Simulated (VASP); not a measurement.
Set up this calculation in VASP 6.6.1, as the native input.

```yaml
Task: single point
Functional: PBE
Potentials_or_basis: VASP PAW PBE potentials, release 64 (Ba_sv, Te)
Cutoff: 500 eV
k_mesh: 6 × 6 × 6
Occupations: fermi-dirac, width 0.02 eV
Spin: no spin polarisation
Dipole_correction: no
Further_INCAR_settings: ALGO = Normal; EDIFF = 1e-06; NBANDS = 15
```

The structure of BaTe lies in POSCAR:

```
BaTe
1.0
   -0.0330728676      3.9006565919      3.9006565919
    3.9006565919     -0.0330728676      3.9006565919
    3.9006565919      3.9006565919     -0.0330728676
Ba Te
1 1
Direct
   -0.0008916373     -0.0008916373     -0.0008916373
    0.2508916373      0.2508916373      0.2508916373
```

This cell differs from its parent crystal: epitaxial 111 strain +0.5%.

One way to write it, as run:

INCAR

```
SYSTEM = BaTe
  PREC = Accurate
  ENCUT = 500
  EDIFF = 1E-6
  ISMEAR = -1
  SIGMA = 0.02
  LREAL = .False.
  LASPH = .True.
  NELM = 120
  ALGO = Normal
  ISIF = 2
  LWAVE = .False.
  LCHARG = .False.
  GGA = PE
  NBANDS = 15
  GGA_COMPAT = .False.
```

KPOINTS

```
Automatic mesh
0
Gamma
  6 6 6
  0 0 0
```

Potentials or basis: VASP PAW PBE potentials, release 64 (Ba_sv, Te).

The run is started by

```console
$ cat potpaw_PBE.64/Ba_sv/POTCAR potpaw_PBE.64/Te/POTCAR > POTCAR
$ mpirun -np 1 vasp_std > vasp.out
```

It gave:

The pressure is 0.2 GPa, the largest force is 0.003 eV/Å and the band gap on the k mesh is 2.57 eV, indirect (least direct gap 2.92 eV).

Caveat: the cell differs from its parent crystal (epitaxial 111 strain +0.5%); spin-orbit coupling is left out, which moves the levels of the heavy elements.

It took 47 s on 1 thread of Intel Xeon 6975P-C, with other jobs on the host, peak memory 0.27 GiB.
